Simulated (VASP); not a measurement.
# Al in VASP: a series of runs

Al is run at these levels: LDA; tasks: single point.

All numbers are computed with VASP 6.6.1; they aren't measurements. Logs are shortened: lines on timing, memory, paths and dates and some standing lists are left out, and cuts for length are marked.

## 1. The cell of the first run

The cell holds a slab with vacuum, 17 atoms: a = 5.634 Å, b = 7.968 Å, c = 19.672 Å, α = 90.00°, β = 90.00°, γ = 90.00°.

## 2. Single point, LDA

Input file INCAR:

```
PREC     = Accurate       # precision mode
ENCUT    = 520            # plane-wave cutoff, eV
EDIFF    = 1E-6           # SCF threshold, eV
ISMEAR   = 0              # smearing method
SIGMA    = 0.1            # smearing width, eV
LREAL    = Auto         
LASPH    = T              # aspherical terms in the spheres
NELM     = 80             # most SCF steps
ALGO     = Normal         # electronic algorithm
ISIF     = 2              # what is computed and relaxed
LWAVE    = F              # write WAVECAR
LCHARG   = F              # write CHGCAR
LDIPOL   = T            
IDIPOL   = 3            
DIPOL    = 0.5 0.5 0.323
GGA      = CA             # functional
NBANDS   = 40             # bands
```

Input file KPOINTS:

```
Automatic mesh
0
Gamma
  5 4 1
```

Input file POSCAR:

```
Al
1.0
    5.6343731020      0.0000000000      0.0000000000
    0.0000000000      7.9682068563      0.0000000000
    0.0000000000      0.0000000000     19.6723116275
Al
17
Direct
    0.2500000000      0.2500000000      0.2033314679
    0.2500000000      0.7500000000      0.2033314679
    0.7500000000      0.2500000000      0.2033314679
    0.7500000000      0.7500000000      0.2033314679
    0.0000000000      0.0000000000      0.2749343025
    0.0000000000      0.5000000000      0.2749343025
    0.5000000000      0.0000000000      0.2749343025
    0.5000000000      0.5000000000      0.2749343025
    0.2500000000      0.2500000000      0.3484027381
    0.2500000000      0.7500000000      0.3484027381
    0.7500000000      0.2500000000      0.3484027381
    0.7500000000      0.7500000000      0.3484027381
    0.0000000000      0.0000000000      0.4154220298
    0.0000000000      0.5000000000      0.4154220298
    0.5000000000      0.0000000000      0.4154220298
    0.5000000000      0.5000000000      0.4154220298
    0.1666666667      0.1250000000      0.5215691399
```

Potentials or basis: VASP PAW LDA potentials, release 64 (Al).

Started as:

```
> cat potpaw_LDA.64/Al/POTCAR > POTCAR
> mpirun -np 1 vasp_std > vasp.out
```

OUTCAR:

```text
PREC = Accurate
   ENCUT = 520
   EDIFF = 1E-6
   ISMEAR = 0
   LREAL = Auto
   LASPH = T
   NELM = 80
   ISIF = 2
   GGA = CA

 ion  position               nearest neighbor table
   1  0.250  0.250  0.203-   3 2.82   3 2.82   6 2.82   7 2.82   8 2.82   5 2.82   9 2.85
   2  0.250  0.750  0.203-   4 2.82   4 2.82   6 2.82   7 2.82   8 2.82   5 2.82  10 2.85
   3  0.750  0.250  0.203-   1 2.82   1 2.82   6 2.82   7 2.82   8 2.82   5 2.82  11 2.85
   4  0.750  0.750  0.203-   2 2.82   2 2.82   6 2.82   7 2.82   8 2.82   5 2.82  12 2.85
   5  0.000  0.000  0.275-  13 2.76   7 2.82   7 2.82   4 2.82   1 2.82   2 2.82   3 2.82  11 2.84
                            12 2.84   9 2.84  10 2.84
   6  0.000  0.500  0.275-  14 2.76   8 2.82   8 2.82   4 2.82   1 2.82   2 2.82   3 2.82  11 2.84
                            12 2.84   9 2.84  10 2.84
   7  0.500  0.000  0.275-  15 2.76   5 2.82   5 2.82   4 2.82   1 2.82   2 2.82   3 2.82  11 2.84
                            12 2.84   9 2.84  10 2.84
   8  0.500  0.500  0.275-  16 2.76   6 2.82   6 2.82   4 2.82   1 2.82   2 2.82   3 2.82  11 2.84
                            12 2.84   9 2.84  10 2.84
   9  0.250  0.250  0.348-  13 2.77  14 2.77  15 2.77  16 2.77  11 2.82  11 2.82   7 2.84   8 2.84
                             5 2.84   6 2.84   1 2.85
  10  0.250  0.750  0.348-  13 2.77  14 2.77  15 2.77  16 2.77  12 2.82  12 2.82   7 2.84   8 2.84
                             5 2.84   6 2.84   2 2.85
  11  0.750  0.250  0.348-  13 2.77  14 2.77  15 2.77  16 2.77   9 2.82   9 2.82   7 2.84   8 2.84
                             5 2.84   6 2.84   3 2.85
  12  0.750  0.750  0.348-  13 2.77  14 2.77  15 2.77  16 2.77  10 2.82  10 2.82   7 2.84   8 2.84
                             5 2.84   6 2.84   4 2.85
  13  0.000  0.000  0.415-  17 2.50   5 2.76  10 2.77  11 2.77  12 2.77   9 2.77  15 2.82  15 2.82

  14  0.000  0.500  0.415-   6 2.76   9 2.77  10 2.77  11 2.77  12 2.77  16 2.82  16 2.82
  15  0.500  0.000  0.415-   7 2.76   9 2.77  10 2.77  11 2.77  12 2.77  13 2.82  13 2.82  17 2.98

  16  0.500  0.500  0.415-   8 2.76   9 2.77  10 2.77  11 2.77  12 2.77  14 2.82  14 2.82
  17  0.167  0.125  0.522-  13 2.50  15 2.98

  LATTYP: Found a simple orthorhombic cell.
 ALAT       =     5.6343731020
 B/A-ratio  =     1.4142135624
 C/A-ratio  =     3.4914818865

  Lattice vectors:

 A1 = (   5.6343731020,   0.0000000000,   0.0000000000)
 A2 = (   0.0000000000,   7.9682068563,   0.0000000000)
 A3 = (   0.0000000000,   0.0000000000,  19.6723116275)

Analysis of symmetry for initial positions (statically):
=====================================================================
 Subroutine PRICEL returns:
 Original cell was already a primitive cell.

 Routine SETGRP: Setting up the symmetry group for a
 simple orthorhombic supercell.

 Subroutine GETGRP returns: Found  1 space group operations
 (whereof  1 operations were pure point group operations)
 out of a pool of  8 trial point group operations.

The static configuration has the point symmetry C_1 .

Analysis of symmetry for dynamics (positions and initial velocities):
=====================================================================
 Subroutine PRICEL returns:
 Original cell was already a primitive cell.

 Routine SETGRP: Setting up the symmetry group for a
 simple orthorhombic supercell.

 Subroutine GETGRP returns: Found  1 space group operations
 (whereof  1 operations were pure point group operations)
 out of a pool of  8 trial point group operations.

The dynamic configuration has the point symmetry C_1 .

 Subroutine INISYM returns: Found  1 space group operations
 (whereof  1 operations are pure point group operations),
 and found     1 'primitive' translations

----------------------------------------------------------------------------------------

                                     Primitive cell

  volume of cell :     883.2052

  direct lattice vectors                    reciprocal lattice vectors
     5.634373102  0.000000000  0.000000000     0.177482034  0.000000000  0.000000000
     0.000000000  7.968206856  0.000000000     0.000000000  0.125498750  0.000000000
     0.000000000  0.000000000 19.672311628     0.000000000  0.000000000  0.050832867

  length of vectors
     5.634373102  7.968206856 19.672311628     0.177482034  0.125498750  0.050832867

  position of ions in fractional coordinates (direct lattice)
     0.250000000  0.250000000  0.203331468
     0.250000000  0.750000000  0.203331468
     0.750000000  0.250000000  0.203331468
     0.750000000  0.750000000  0.203331468
     0.000000000  0.000000000  0.274934303
     0.000000000  0.500000000  0.274934303
[... 9 lines left out ...]
     0.500000000  0.500000000  0.415422030
     0.166666667  0.125000000  0.521569140

  ion indices of the primitive-cell ions
   primitive index   ion index
                 1           1
                 2           2
                 3           3
                 4           4
                 5           5
                 6           6
[... 9 lines left out ...]
                16          16
                17          17

----------------------------------------------------------------------------------------

 KPOINTS: Automatic mesh

Automatic generation of k-mesh.
 Grid dimensions read from file:
 generate k-points for:    5    4    1

 Generating k-lattice:

  Cartesian coordinates                     Fractional coordinates (reciprocal lattice)
     0.035496407  0.000000000  0.000000000     0.200000000  0.000000000  0.000000000
     0.000000000  0.031374687  0.000000000     0.000000000  0.250000000  0.000000000
     0.000000000  0.000000000  0.050832867     0.000000000  0.000000000  1.000000000

  Length of vectors
     0.035496407  0.031374687  0.050832867

  Shift w.r.t. Gamma in fractional coordinates (k-lattice)
     0.000000000  0.000000000  0.000000000

 Subroutine IBZKPT returns following result:
 ===========================================

 Found     11 irreducible k-points:

 Following reciprocal coordinates:
            Coordinates               Weight
  0.000000  0.000000  0.000000      1.000000
  0.200000  0.000000  0.000000      2.000000
  0.400000  0.000000  0.000000      2.000000
  0.000000  0.250000  0.000000      2.000000
  0.200000  0.250000  0.000000      2.000000
  0.200000 -0.250000  0.000000      2.000000
  0.400000  0.250000  0.000000      2.000000
  0.400000 -0.250000  0.000000      2.000000
  0.000000  0.500000  0.000000      1.000000
  0.200000  0.500000  0.000000      2.000000
  0.400000  0.500000  0.000000      2.000000
   k-points           NKPTS =     11   k-points in BZ     NKDIM =     11   number of bands    NBANDS=     40
   number of dos      NEDOS =    301   number of ions     NIONS =     17
   total plane-waves  NPLWV = 378000
   dimension x,y,z NGX =    42 NGY =   60 NGZ =  150
   dimension x,y,z NGXF=    84 NGYF=  120 NGZF=  300
   ions per type =              17
   NGX,Y,Z   is equivalent  to a cutoff of  12.39, 12.52, 12.68 a.u.
   NGXF,Y,Z  is equivalent  to a cutoff of  24.78, 25.04, 25.35 a.u.
 SYSTEM =  unknown system
   PREC   = accura    normal or accurate (medium, high low for compatibility)
   ISTART =      0    job   : 0-new  1-cont  2-samecut
   ICHARG =      2    charge: 1-file 2-atom 10-const
   ISPIN  =      1    spin polarized calculation?
   LNONCOLLINEAR =      F non collinear calculations
   LSORBIT =      F    spin-orbit coupling
   LASPH  =      T    aspherical Exc in radial PAW
   ENCUT  =  520.0 eV  38.22 Ry    6.18 a.u.  10.48 14.82 36.58*2*pi/ulx,y,z
   NELM   =     80;   NELMIN=  2; NELMDL= -5     # of ELM steps
   EDIFF  = 0.1E-05   stopping-criterion for ELM
   LREAL  =      T    real-space projection
   EDIFFG = 0.1E-04   stopping-criterion for IOM
   NSW    =      0    number of steps for IOM
   IBRION =     -1    ionic relax: 0-MD 1-quasi-New 2-CG
   NFREE  =      0    steps in history (QN), initial steepest desc. (CG)
   ISIF   =      2    stress and relaxation
   ISYM   =      2    0-nonsym 1-usesym 2-fastsym
   POTIM  = 0.5000    time-step for ionic-motion
   TEBEG  =    0.0;   TEEND  =   0.0 temperature during run
   PSTRESS=    0.0 pullay stress
   NELECT =      51.0000    total number of electrons
   NUPDOWN=      -1.0000    fix difference up-down
   EMIN   =  10.00;   EMAX   =-10.00  energy-range for DOS
   EFERMI =   0.00;   METHOD = LEGACY
   ISMEAR =     0;   SIGMA  =   0.10  broadening in eV -4-tet -1-fermi 0-gaus
   EFERMI_NEDOS =   21; number of points for ismear=-14 and -15
   IALGO  =     38    algorithm
   IMIX   =      4    mixing-type and parameters
     AMIX     =   0.40;   BMIX     =  1.00
     AMIX_MAG =   1.60;   BMIX_MAG =  1.00
  volume/ion in A,a.u.               =      51.95       350.60
  Fermi-wavevector in a.u.,A,eV,Ry     =   0.632768  1.195758  5.447706  0.400395
  Thomas-Fermi vector in A             =   1.696196
   LORBIT       =      0    0 simple, 1 ext, 2 COOP (PROOUT), +10 PAW based schemes
   GGA     = CA    functional components
   LHFCALC =     F    Hartree Fock is set to
   AEXX    =    0.0000 exact exchange contribution
   IVDW    =     0    specifies the selected vdW correction
   LEPSILON=     F    determine dielectric tensor
   LRPA    =     F    only Hartree local field effects (RPA)
 non-spin polarized calculation
 Gauss-broadening in eV      SIGMA  =   0.10
  energy-cutoff  :      520.00
  volume of cell :      883.21
 maximum number of plane-waves:     23865
 NGX is ok and might be reduce to    42
   NGX = 21   NGY = 29   NGZ = 73

 dipolmoment           0.000000      0.000000     -0.002009 electrons x Angstroem

 number of electron      51.0000001 magnetization

 dipolmoment           0.000000      0.000000      0.003908 electrons x Angstroem

 Free energy of the ion-electron system (eV)
  ---------------------------------------------------
  ext. energy  EPLUGINS =         0.00000000
  ---------------------------------------------------
  free energy    TOTEN  =       -63.83408112 eV

  energy without entropy =      -63.78254952  energy(sigma->0) =      -63.80831532

 E-fermi :  -0.3667     XC(G=0):  -4.4403

 val. band max:       -0.3765958090   @ k =   0.0000   0.2500   0.0000
 cond. band min:      -0.3661097851   @ k =   0.2000   0.0000   0.0000
 fundamental gap:      0.0104860239
 Fermi energy:        -0.3667351501

 k-point     1 :       0.0000    0.0000    0.0000
  band No.  band energies     occupation
      1     -10.8456      2.00000
      2      -8.6364      2.00000
      3      -8.5305      2.00000
      4      -8.3999      2.00000
      5      -6.4188      2.00000
      6      -6.3096      2.00000
[... 29 lines left out ...]
     36       1.6900      0.00000
     37       1.7506      0.00000

 k-point     2 :       0.2000    0.0000    0.0000
  band No.  band energies     occupation
      1     -10.6606      2.00000
      2      -8.4564      2.00000
      3      -8.3493      2.00000
      4      -8.2211      2.00000
      5      -7.9134      2.00000
      6      -6.2259      2.00000
[... 29 lines left out ...]
     36       1.9219      0.00000
     37       2.0510      0.00000
[... 318 lines left out ...]
     36       1.8652      0.00000
     37       1.9549      0.00000

 k-point    11 :       0.4000    0.5000    0.0000
  band No.  band energies     occupation
      1      -9.5513      2.00000
      2      -9.5232      2.00000
      3      -8.6379      2.00000
      4      -8.6099      2.00000
      5      -7.2690      2.00000
      6      -7.0586      2.00000
[... 29 lines left out ...]
     36       2.0700      0.00000
     37       2.2840      0.00000
 [bands above 37 left out]

------------------------ aborting loop because EDIFF is reached ----------------------------------------

 vacuum level on the upper side and lower side of the slab       (xc-potential included)        -0.155        -0.122

  FORCE on cell =-STRESS in cart. coord.  units (eV):
  Direction    XX          YY          ZZ          XY          YZ          ZX
  --------------------------------------------------------------------------------------
  -------------------------------------------------------------------------------------
  Total      -10.5292196     -4.3578631     -1.1962921      0.7019204      1.4714989      1.4785069
  in kB      -19.1005190     -7.9053767     -2.1701323      1.2733179      2.6693710      2.6820838
  external PRESSURE =      -9.7253427 kB  Pullay stress =       0.0000000 kB

 VOLUME and BASIS-vectors are now :
 -----------------------------------------------------------------------------
  energy-cutoff  :      520.00
  volume of cell :      883.21
      direct lattice vectors                 reciprocal lattice vectors
     5.634373102  0.000000000  0.000000000     0.177482034  0.000000000  0.000000000
     0.000000000  7.968206856  0.000000000     0.000000000  0.125498750  0.000000000
     0.000000000  0.000000000 19.672311628     0.000000000  0.000000000  0.050832867

 POSITION                                       TOTAL-FORCE (eV/Angst)
 -----------------------------------------------------------------------------------
      1.40859      1.99205      4.00000         0.036383     -0.006256      0.247191
      1.40859      5.97616      4.00000        -0.010363     -0.032986      0.228104
      4.22578      1.99205      4.00000        -0.050974      0.014588      0.187574
      4.22578      5.97616      4.00000         0.004946     -0.039014      0.220833
      0.00000      0.00000      5.40859        -0.006678     -0.023988     -0.220623
      0.00000      3.98410      5.40859        -0.016709      0.006873     -0.230250
[... 9 lines left out ...]
      2.81719      3.98410      8.17231         0.037395     -0.042323      0.096191
      0.93906      0.99603     10.26047         0.621086      0.548634      0.009573
 -----------------------------------------------------------------------------------
    total drift:                                0.000031     -0.000007     -0.002675

  FREE ENERGIE OF THE ION-ELECTRON SYSTEM (eV)
  ---------------------------------------------------
  free  energy   TOTEN  =       -63.8340811185 eV

  energy  without entropy=      -63.7825495243  energy(sigma->0) =      -63.80831532

 vacuum level on the upper side and lower side of the slab         3.745         3.769
```

It took 7.7 min on 1 thread of Intel Xeon 6975P-C (Granite Rapids), shared host; peak memory 0.67 GiB.

Results:

| Item | Value |
| --- | --- |
| Free energy | -63.8341 eV |
| Largest force | 0.959 eV/Å |
| Band gap on the k mesh | zero (an odd number of electrons rules out a gap without spin polarisation) |

Forces in eV/Å, atoms in the order of the input:
```
Al   0.036 -0.006  0.247
Al  -0.010 -0.033  0.228
Al  -0.051  0.015  0.188
Al   0.005 -0.039  0.221
Al  -0.007 -0.024 -0.221
Al  -0.017  0.007 -0.230
Al  -0.017 -0.010 -0.210
Al   0.021  0.006 -0.231
Al   0.012 -0.073  0.057
Al   0.001  0.025  0.013
Al  -0.037 -0.025 -0.102
Al  -0.010  0.072  0.015
Al  -0.558 -0.439 -0.645
Al  -0.027 -0.089  0.159
Al   0.000  0.107  0.406
Al   0.037 -0.042  0.096
Al   0.621  0.549  0.010
```

Levels at points of the mesh, in eV from the Fermi level:
```
           k point  band 24  band 25  band 26  band 27  band 28  band 29
(0.00, 0.00, 0.00)    -0.80    -0.54    -0.46    -0.19     0.19     0.50
(0.00, 0.50, 0.00)    -0.89    -0.73    -0.43     0.11     0.25     0.29
```

[end of part 1 of 2]
